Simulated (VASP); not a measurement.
IrRh5, 6 atoms in the cell. Symmetry: P-6m2, No. 187, hexagonal system. The conventional cell has a = 2.728 Å, b = 2.728 Å, c = 13.191 Å, α = 90.00°, β = 90.00°, γ = 120.00°. Within 3.6 Å of Ir (site symmetry -6m2) lie 6 Rh at 2.70 Å and 6 Ir at 2.73 Å. Within 3.6 Å of Rh (site symmetry 3m) lie 3 Ir at 2.70 Å and 9 Rh at 2.71 to 2.73 Å. Rh (site symmetry -6m2) has 12 Rh at 2.70 to 2.73 Å within 3.6 Å. Within 3.6 Å of Rh (site symmetry 3m) lie 12 Rh at 2.70 to 2.73 Å. 

```yaml
Program: VASP 6.6.1
Task: single point
Functional: PBE
Potentials_or_basis: VASP PAW PBE potentials, release 64 (Ir, Rh_pv)
Cutoff: 520 eV
k_mesh: 6 × 6 × 2
Occupations: gaussian, width 0.1 eV
Spin: collinear spin, ferromagnetic start
Starting_moments: "[1.0, 1.0, 1.0, 1.0, 1.0, 1.0] μB"
Dipole_correction: no
Further_INCAR_settings: ALGO = Normal; EDIFF = 1e-06; NBANDS = 55
```

Potentials or basis: VASP PAW PBE potentials, release 64 (Ir, Rh_pv).

The run is started by

```sh
$ cat potpaw_PBE.64/Ir/POTCAR potpaw_PBE.64/Rh_pv/POTCAR > POTCAR
$ mpirun -np 1 vasp_std > vasp.out
```

Hardware: 1 thread of Intel(R) Xeon(R) 6975P-C (Granite Rapids), on a shared host.

Q: Estimate the wall time of this run.

A: It took 110 s on 1 thread of Intel(R) Xeon(R) 6975P-C (Granite Rapids), on a shared host, peak memory 0.28 GiB. Counts: scf iterations 24, k points 14.
